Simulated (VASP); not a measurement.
# Mg4H in VASP: a series of runs

The runs below take Mg4H through single point, with PBEsol.

Everything below comes from runs of VASP 6.6.1. Logs are shortened: lines on timing, memory, paths and dates and some standing lists are left out, and cuts for length are marked.

### Step 1. The cell of the first run

The cell holds a slab with vacuum, 5 atoms: a = 3.188 Å, b = 3.188 Å, c = 26.663 Å, α = 90.00°, β = 90.00°, γ = 120.00°.

### Step 2. Single point, PBEsol

Contents of INCAR:

```
  PREC = Accurate
  ENCUT = 520
  EDIFF = 1E-7
  ISMEAR = 0
  SIGMA = 0.1
  LREAL = F
  LASPH = T
  NELM = 60
  ALGO = Normal
  ISIF = 2
  LWAVE = F
  LCHARG = F
  LDIPOL = T
  IDIPOL = 3
  DIPOL = 0.5 0.5 0.504
  GGA = PS
  NBANDS = 12
```

Contents of KPOINTS:

```
Automatic mesh
0
Gamma
  9 9 1
```

Contents of POSCAR:

```
Mg4H
1.0
    3.1881999938      0.0000000000      0.0000000000
   -1.5940999969      2.7610621870      0.0000000000
    0.0000000000      0.0000000000     26.6626988054
Mg H
4 1
Direct
    0.6666666667      0.3333333333      0.3187974354
    0.3333333333      0.6666666667      0.4145954247
    0.6666666667      0.3333333333      0.5098254212
    0.3333333333      0.6666666667      0.6056751868
    0.3333333333      0.6666666667      0.6704684567
```

Potentials or basis: VASP PAW PBE potentials, release 64 (Mg, H).

Started as:

```sh
$ cat potpaw_PBE.64/Mg/POTCAR potpaw_PBE.64/H/POTCAR > POTCAR
$ mpirun -np 1 vasp_std > vasp.out
```

OUTCAR:

```text
PREC = Accurate
   ENCUT = 520
   EDIFF = 1E-7
   ISMEAR = 0
   LREAL = F
   LASPH = T
   NELM = 60
   ISIF = 2
   GGA = PS

 ion  position               nearest neighbor table
   1  0.667  0.333  0.319-   2 3.15   2 3.15   2 3.15
   2  0.333  0.667  0.415-   3 3.14   3 3.14   3 3.14   1 3.15   1 3.15   1 3.15
   3  0.667  0.333  0.510-   2 3.14   2 3.14   2 3.14   4 3.15   4 3.15   4 3.15
   4  0.333  0.667  0.606-   5 1.73   3 3.15   3 3.15   3 3.15
   5  0.333  0.667  0.670-   4 1.73

  LATTYP: Found a hexagonal cell.
 ALAT       =     3.1881999938
 C/A-ratio  =     8.3629317035

  Lattice vectors:

 A1 = (   3.1881999938,   0.0000000000,   0.0000000000)
 A2 = (  -1.5940999969,   2.7610621870,   0.0000000000)
 A3 = (   0.0000000000,   0.0000000000,  26.6626988054)

Analysis of symmetry for initial positions (statically):
=====================================================================
 Subroutine PRICEL returns:
 Original cell was already a primitive cell.

 Routine SETGRP: Setting up the symmetry group for a
 hexagonal supercell.

 Subroutine GETGRP returns: Found  6 space group operations
 (whereof  6 operations were pure point group operations)
 out of a pool of 24 trial point group operations.

The static configuration has the point symmetry C_3v.

Analysis of symmetry for dynamics (positions and initial velocities):
=====================================================================
 Subroutine PRICEL returns:
 Original cell was already a primitive cell.

 Routine SETGRP: Setting up the symmetry group for a
 hexagonal supercell.

 Subroutine GETGRP returns: Found  6 space group operations
 (whereof  6 operations were pure point group operations)
 out of a pool of 24 trial point group operations.

The dynamic configuration has the point symmetry C_3v.

 Subroutine INISYM returns: Found  6 space group operations
 (whereof  6 operations are pure point group operations),
 and found     1 'primitive' translations

----------------------------------------------------------------------------------------

                                     Primitive cell

  volume of cell :     234.7069

  direct lattice vectors                    reciprocal lattice vectors
     3.188199994  0.000000000  0.000000000     0.313656609  0.181089728  0.000000000
    -1.594099997  2.761062187  0.000000000     0.000000000  0.362179456  0.000000000
     0.000000000  0.000000000 26.662698805     0.000000000  0.000000000  0.037505581

  length of vectors
     3.188199994  3.188199994 26.662698805     0.362179456  0.362179456  0.037505581

  position of ions in fractional coordinates (direct lattice)
     0.666666667  0.333333333  0.318797435
     0.333333333  0.666666667  0.414595425
     0.666666667  0.333333333  0.509825421
     0.333333333  0.666666667  0.605675187
     0.333333333  0.666666667  0.670468457

  ion indices of the primitive-cell ions
   primitive index   ion index
                 1           1
                 2           2
                 3           3
                 4           4
                 5           5

----------------------------------------------------------------------------------------

 KPOINTS: Automatic mesh

Automatic generation of k-mesh.
 Grid dimensions read from file:
 generate k-points for:    9    9    1

 Generating k-lattice:

  Cartesian coordinates                     Fractional coordinates (reciprocal lattice)
     0.034850734  0.020121081  0.000000000     0.111111111 -0.000000000  0.000000000
     0.000000000  0.040242162  0.000000000     0.000000000  0.111111111  0.000000000
     0.000000000  0.000000000  0.037505581     0.000000000  0.000000000  1.000000000

  Length of vectors
     0.040242162  0.040242162  0.037505581

  Shift w.r.t. Gamma in fractional coordinates (k-lattice)
     0.000000000  0.000000000  0.000000000

 Subroutine IBZKPT returns following result:
 ===========================================

 Found     12 irreducible k-points:

 Following reciprocal coordinates:
            Coordinates               Weight
  0.000000  0.000000  0.000000      1.000000
  0.111111  0.000000  0.000000      6.000000
  0.222222  0.000000  0.000000      6.000000
  0.333333 -0.000000  0.000000      6.000000
  0.444444  0.000000  0.000000      6.000000
  0.111111  0.111111  0.000000      6.000000
  0.222222  0.111111  0.000000     12.000000
  0.333333  0.111111  0.000000     12.000000
  0.444444  0.111111  0.000000      6.000000
  0.222222  0.222222  0.000000      6.000000
  0.333333  0.222222  0.000000     12.000000
  0.333333  0.333333  0.000000      2.000000
   k-points           NKPTS =     12   k-points in BZ     NKDIM =     12   number of bands    NBANDS=     12
   number of dos      NEDOS =    301   number of ions     NIONS =      5
   total plane-waves  NPLWV = 115200
   dimension x,y,z NGX =    24 NGY =   24 NGZ =  200
   dimension x,y,z NGXF=    48 NGYF=   48 NGZF=  400
   ions per type =               4   1
   NGX,Y,Z   is equivalent  to a cutoff of  12.51, 12.51, 12.47 a.u.
   NGXF,Y,Z  is equivalent  to a cutoff of  25.03, 25.03, 24.94 a.u.
 SYSTEM =  unknown system
   PREC   = accura    normal or accurate (medium, high low for compatibility)
   ISTART =      0    job   : 0-new  1-cont  2-samecut
   ICHARG =      2    charge: 1-file 2-atom 10-const
   ISPIN  =      1    spin polarized calculation?
   LNONCOLLINEAR =      F non collinear calculations
   LSORBIT =      F    spin-orbit coupling
   LASPH  =      T    aspherical Exc in radial PAW
   ENCUT  =  520.0 eV  38.22 Ry    6.18 a.u.   5.93  5.93 49.57*2*pi/ulx,y,z
   NELM   =     60;   NELMIN=  2; NELMDL= -5     # of ELM steps
   EDIFF  = 0.1E-06   stopping-criterion for ELM
   LREAL  =      F    real-space projection
   EDIFFG = 0.1E-05   stopping-criterion for IOM
   NSW    =      0    number of steps for IOM
   IBRION =     -1    ionic relax: 0-MD 1-quasi-New 2-CG
   NFREE  =      0    steps in history (QN), initial steepest desc. (CG)
   ISIF   =      2    stress and relaxation
   ISYM   =      2    0-nonsym 1-usesym 2-fastsym
   POTIM  = 0.5000    time-step for ionic-motion
   TEBEG  =    0.0;   TEEND  =   0.0 temperature during run
   PSTRESS=    0.0 pullay stress
   NELECT =       9.0000    total number of electrons
   NUPDOWN=      -1.0000    fix difference up-down
   EMIN   =  10.00;   EMAX   =-10.00  energy-range for DOS
   EFERMI =   0.00;   METHOD = LEGACY
   ISMEAR =     0;   SIGMA  =   0.10  broadening in eV -4-tet -1-fermi 0-gaus
   EFERMI_NEDOS =   21; number of points for ismear=-14 and -15
   IALGO  =     38    algorithm
   IMIX   =      4    mixing-type and parameters
     AMIX     =   0.40;   BMIX     =  1.00
     AMIX_MAG =   1.60;   BMIX_MAG =  1.00
  volume/ion in A,a.u.               =      46.94       316.78
  Fermi-wavevector in a.u.,A,eV,Ry     =   0.552053  1.043228  4.146538  0.304762
  Thomas-Fermi vector in A             =   1.584324
   LORBIT       =      0    0 simple, 1 ext, 2 COOP (PROOUT), +10 PAW based schemes
   GGA     = PS    functional components
   LHFCALC =     F    Hartree Fock is set to
   AEXX    =    0.0000 exact exchange contribution
   IVDW    =     0    specifies the selected vdW correction
   LEPSILON=     F    determine dielectric tensor
   LRPA    =     F    only Hartree local field effects (RPA)
 non-spin polarized calculation
 Gauss-broadening in eV      SIGMA  =   0.10
  energy-cutoff  :      520.00
  volume of cell :      234.71
 maximum number of plane-waves:      6364
 NGX is ok and might be reduce to    24
   NGX = 11   NGY = 11   NGZ = 99

 number of electron       9.0000000 magnetization

 dipolmoment           0.000000      0.000000      0.142929 electrons x Angstroem

 Free energy of the ion-electron system (eV)
  ---------------------------------------------------
  ext. energy  EPLUGINS =         0.00000000
  ---------------------------------------------------
  free energy    TOTEN  =        -8.57081481 eV

  energy without entropy =       -8.56270210  energy(sigma->0) =       -8.56675845

 E-fermi :  -2.2902     XC(G=0):  -4.0815

 val. band max:       -2.3690811748   @ k =   0.2222   0.1111   0.0000
 cond. band min:      -2.1152247416   @ k =   0.3333   0.2222   0.0000
 fundamental gap:      0.2538564331
 Fermi energy:        -2.2902317743

 k-point     1 :       0.0000    0.0000    0.0000
  band No.  band energies     occupation
      1      -8.9430      2.00000
      2      -8.1362      2.00000
      3      -6.8669      2.00000
      4      -5.3719      2.00000
      5      -3.8094      2.00000
      6      -1.5828      0.00000
      7       0.4681      0.00000
      8       1.7281      0.00000
      9       2.8350      0.00000
     10       4.0283      0.00000
     11       4.4063      0.00000
     12       5.6935      0.00000

 k-point     2 :       0.1111    0.0000    0.0000
  band No.  band energies     occupation
      1      -8.6997      2.00000
      2      -7.8956      2.00000
      3      -6.6332      2.00000
      4      -5.1545      2.00000
      5      -3.5972      2.00000
      6      -1.3771      0.00000
      7       0.6781      0.00000
      8       1.9517      0.00000
      9       3.0552      0.00000
     10       4.2457      0.00000
     11       4.6126      0.00000
     12       5.7281      0.00000

 k-point     3 :       0.2222    0.0000    0.0000
  band No.  band energies     occupation
      1      -7.9738      2.00000
      2      -7.1785      2.00000
      3      -5.9401      2.00000
      4      -4.5196      2.00000
      5      -2.9715      2.00000
      6      -0.7990      0.00000
      7       1.2454      0.00000
      8       2.4703      0.00000
      9       2.6920      0.00000
     10       3.3007      0.00000
     11       3.7882      0.00000
     12       4.5471      0.00000

 k-point     4 :       0.3333   -0.0000    0.0000
  band No.  band energies     occupation
      1      -6.7771      2.00000
      2      -6.0000      2.00000
      3      -4.8223      2.00000
      4      -3.5457      2.00000
      5      -2.0186      0.00012
      6      -0.5954      0.00000
      7       0.1217      0.00000
      8       0.5940      0.00000
      9       1.6314      0.00000
     10       2.4922      0.00000
     11       3.4628      0.00000
     12       3.8580      0.00000

 k-point     5 :       0.4444    0.0000    0.0000
  band No.  band energies     occupation
      1      -5.1332      2.00000
      2      -4.4104      2.00000
      3      -3.4891      2.00000
      4      -3.0580      2.00000
      5      -2.6847      2.00000
      6      -1.8824      0.00000
      7      -0.8387      0.00000
      8      -0.3826      0.00000
      9       0.9548      0.00000
     10       1.7715      0.00000
     11       2.9093      0.00000
     12       3.8538      0.00000
[... 48 lines left out ...]
      1      -4.0430      2.00000
      2      -3.9610      2.00000
      3      -3.4758      2.00000
      4      -3.1568      2.00000
      5      -2.8508      2.00000
      6      -1.7017      0.00000
      7      -1.1942      0.00000
      8       0.1091      0.00000
      9       0.6666      0.00000
     10       1.8482      0.00000
     11       2.1301      0.00000
     12       2.9045      0.00000

 k-point    10 :       0.2222    0.2222    0.0000
  band No.  band energies     occupation
      1      -6.0672      2.00000
      2      -5.3044      2.00000
      3      -4.1842      2.00000
      4      -3.0125      2.00000
      5      -1.4848      0.00000
      6       0.0020      0.00000
      7       0.1261      0.00000
      8       0.7970      0.00000
      9       0.8569      0.00000
     10       1.3162      0.00000
     11       2.2146      0.00000
     12       2.5841      0.00000

 k-point    11 :       0.3333    0.2222    0.0000
  band No.  band energies     occupation
      1      -4.4405      2.00000
      2      -3.7607      2.00000
      3      -2.9946      2.00000
      4      -2.3890      1.83756
      5      -2.1152      0.01332
      6      -1.2838      0.00000
      7      -0.5723      0.00000
      8      -0.2006      0.00000
      9       0.3093      0.00000
     10       0.8338      0.00000
     11       1.6236      0.00000
     12       1.9674      0.00000

 k-point    12 :       0.3333    0.3333    0.0000
  band No.  band energies     occupation
      1      -3.0342      2.00000
      2      -2.6258      2.00000
      3      -2.5886      1.99998
      4      -2.4593      1.98319
      5      -1.8554      0.00000
      6      -1.8431      0.00000
      7      -1.7597      0.00000
      8      -0.5391      0.00000
      9       0.0350      0.00000
     10       0.4036      0.00000
     11       1.1815      0.00000
     12       1.9294      0.00000

------------------------ aborting loop because EDIFF is reached ----------------------------------------

 vacuum level on the upper side and lower side of the slab       (xc-potential included)         1.411        -1.469

  FORCE on cell =-STRESS in cart. coord.  units (eV):
  Direction    XX          YY          ZZ          XY          YZ          ZX
  --------------------------------------------------------------------------------------
  -------------------------------------------------------------------------------------
  Total        0.0574916      0.0574916      0.1718891      0.0000000      0.0000000     -0.0000000
  in kB        0.3924542      0.3924542      1.1733650      0.0000000      0.0000000     -0.0000000
  external PRESSURE =       0.6527578 kB  Pullay stress =       0.0000000 kB

 VOLUME and BASIS-vectors are now :
 -----------------------------------------------------------------------------
  energy-cutoff  :      520.00
  volume of cell :      234.71
      direct lattice vectors                 reciprocal lattice vectors
     3.188199994  0.000000000  0.000000000     0.313656609  0.181089728  0.000000000
    -1.594099997  2.761062187  0.000000000     0.000000000  0.362179456  0.000000000
     0.000000000  0.000000000 26.662698805     0.000000000  0.000000000  0.037505581

 POSITION                                       TOTAL-FORCE (eV/Angst)
 -----------------------------------------------------------------------------------
      1.59410      0.92035      8.50000        -0.000000      0.000000     -0.050246
     -0.00000      1.84071     11.05423         0.000000      0.000000      0.057030
      1.59410      0.92035     13.59332         0.000000     -0.000000     -0.021184
     -0.00000      1.84071     16.14894         0.000000     -0.000000     -0.001845
     -0.00000      1.84071     17.87650         0.000000      0.000000      0.016244
 -----------------------------------------------------------------------------------
    total drift:                                0.000000      0.000000     -0.000091

  FREE ENERGIE OF THE ION-ELECTRON SYSTEM (eV)
  ---------------------------------------------------
  free  energy   TOTEN  =        -8.5708148076 eV

  energy  without entropy=       -8.5627020970  energy(sigma->0) =       -8.56675845

 vacuum level on the upper side and lower side of the slab         4.452         1.512
```

Run time: 44 s. Hardware: 1 thread of Intel Xeon 6975P-C (Granite Rapids), shared host; peak memory 0.33 GiB.

What came out:

* Free energy: -8.5708 eV
* Largest force: 0.057 eV/Å
* Band gap on the k mesh: zero (an odd number of electrons rules out a gap without spin polarisation)

Forces on the atoms (eV/Å):
```
Mg   0.000  0.000 -0.050
Mg   0.000  0.000  0.057
Mg   0.000  0.000 -0.021
Mg   0.000  0.000 -0.002
H    0.000  0.000  0.016
```

Levels at points of the mesh, in eV from the Fermi level:
| k point | band 2 | band 3 | band 4 | band 5 | band 6 | band 7 | band 8 | band 9 |
| --- | --- | --- | --- | --- | --- | --- | --- | --- |
| (0.00, 0.00, 0.00) | -5.85 | -4.58 | -3.08 | -1.52 | 0.71 | 2.76 | 4.02 | 5.13 |

Caveat: the PAW data sets were made with another functional, which shifts forces and pressure a little.

### Step 3. Single point, PBEsol

Contents of INCAR:

```
SYSTEM = Mg4H
PREC     = Accurate       ! precision mode
ENCUT    = 520            ! plane-wave cutoff, eV
EDIFF    = 1E-7           ! SCF threshold, eV
ISMEAR   = 0              ! smearing method
SIGMA    = 0.1            ! smearing width, eV
LREAL    = .False.        ! projectors in reciprocal space
LASPH    = .True.         ! aspherical terms in the spheres
NELM     = 100            ! most SCF steps
ALGO     = Normal         ! electronic algorithm
ISIF     = 2              ! what is computed and relaxed
LWAVE    = .False.        ! write WAVECAR
LCHARG   = .False.        ! write CHGCAR
LDIPOL   = .True.       
IDIPOL   = 3            
DIPOL    = 0.5 0.5 0.482
GGA      = PS             ! functional
NBANDS   = 12             ! bands
```

Contents of KPOINTS:

```
regular mesh
0
Gamma
  9 9 1
  0 0 0
```

Contents of POSCAR:

```
Mg4H
1.0
    3.1881999938      0.0000000000      0.0000000000
   -1.5940999969      2.7610621870      0.0000000000
    0.0000000000      0.0000000000     26.6626988054
Mg H
4 1
Direct
    0.6666666667      0.3333333333      0.3187974354
    0.3333333333      0.6666666667      0.4145954247
    0.6666666667      0.3333333333      0.5115841635
    0.3333333333      0.6666666667      0.6161525227
    0.0000000000      0.0000000000      0.5499842893
```

Potentials or basis: VASP PAW PBE potentials, release 64 (Mg, H).

Started as:

```sh
$ cat potpaw_PBE.64/Mg/POTCAR potpaw_PBE.64/H/POTCAR > POTCAR
$ mpirun -np 1 vasp_std > vasp.out
```

Wall time 39 s (1 thread of Intel Xeon 6975P-C (Granite Rapids), shared host); peak memory 0.33 GiB.

Results (log left out):

* Free energy: -9.3020 eV
* Largest force: 0.132 eV/Å
* Band gap on the k mesh: zero (an odd number of electrons rules out a gap without spin polarisation)

Forces on the atoms (eV/Å):
```
Mg   0.000  0.000 -0.132
Mg   0.000  0.000  0.127
Mg   0.000  0.000  0.004
Mg   0.000  0.000 -0.008
H    0.000  0.000  0.010
```

Levels at points of the mesh, in eV from the Fermi level:
```csv
k point,band 1,band 2,band 3,band 4,band 5,band 6,band 7,band 8
"(0.00, 0.00, 0.00)",-8.30,-6.35,-4.76,-3.47,-1.62,0.86,2.36,3.60
```

Caveat: the PAW data sets were made with another functional, which shifts forces and pressure a little.

The gap in the log of VASP goes by the Fermi energy; the results here count the filled bands.